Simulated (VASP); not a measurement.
CdS: single point with LDA

The system is CdS.

```
CELL_PARAMETERS angstrom
0.00000 2.66988 2.66988
2.66988 0.00000 2.66988
2.66988 2.66988 0.00000
ATOMIC_POSITIONS crystal
Cd 0.00000 0.00000 0.00000
S 0.50000 0.50000 0.50000
```

- Program: VASP 6.6.1
- Task: single point
- Functional: LDA
- Potentials or basis: VASP PAW LDA potentials, release 64 (Cd, S)
- Cutoff: 520 eV
- k mesh: 6 × 6 × 6
- Occupations: fermi-dirac, width 0.01 eV
- Spin: no spin polarisation
- Dipole correction: no
- Further INCAR settings: ALGO = Normal; EDIFF = 1e-07; NBANDS = 16

- Pressure: 0.8 GPa
- Band gap on the k mesh: zero (band 9 reaches 3.52 eV, above the bottom of band 10 at 3.52 eV)

Levels at points of the mesh, in eV from the Fermi level:
| k point | band 7 | band 8 | band 9 | band 10 | band 11 | band 12 |
| --- | --- | --- | --- | --- | --- | --- |
| (0.00, 0.00, 0.00) | -0.94 | -0.94 | -0.94 | 1.02 | 9.17 | 9.17 |
| (0.50, 0.00, 0.00) | -5.30 | -0.01 | -0.01 | 3.23 | 5.65 | 5.65 |
| (0.50, 0.50, 0.00) | -4.85 | -2.51 | -2.51 | -0.01 | 5.81 | 10.12 |

It took 9.6 s on 1 thread of Intel(R) Xeon(R) Platinum 8259CL CPU @ 2.50GHz (Skylake/Cascade Lake), on a shared host, peak memory 0.14 GiB.
